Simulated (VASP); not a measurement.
# K: single point with RPBE

The system is K.

```
K
1.0
     4.48028    0.00000    0.00000
     0.00000    4.48028    0.00000
     0.00000    0.00000    4.48028
K
1
Direct
  0.00000 0.00000 0.00000
```

This isn't the form of K at room conditions, which is bcc.

* Program: VASP 6.6.1
* Task: single point
* Functional: RPBE
* Potentials or basis: VASP PAW PBE potentials, release 64 (K_sv)
* Cutoff: 520 eV
* k mesh: 8 × 8 × 8
* Occupations: fermi-dirac, width 0.1 eV
* Spin: no spin polarisation
* Dipole correction: no
* Further INCAR settings: ALGO = Normal; EDIFF = 1e-06; NBANDS = 10

* Pressure: -0.1 GPa
* Band gap on the k mesh: zero (an odd number of electrons rules out a gap without spin polarisation)

Levels at points of the mesh, in eV from the Fermi level:
```csv
k point,band 2,band 3,band 4,band 5,band 6,band 7
"(0.00, 0.00, 0.00)",-15.94,-15.94,-15.94,-1.90,2.89,2.89
"(0.50, 0.00, 0.00)",-16.00,-15.94,-15.94,-0.04,0.14,3.47
"(0.50, 0.50, 0.00)",-15.99,-15.99,-15.93,1.18,1.95,1.95
"(0.50, 0.50, 0.50)",-15.98,-15.98,-15.98,2.28,2.28,2.28
```

Run time: 12 s on 1 thread of Intel(R) Xeon(R) 6975P-C (Granite Rapids) (shared host), peak memory 0.2 GiB.

Caveat: the PAW data sets were made with another functional, which shifts forces and pressure a little.
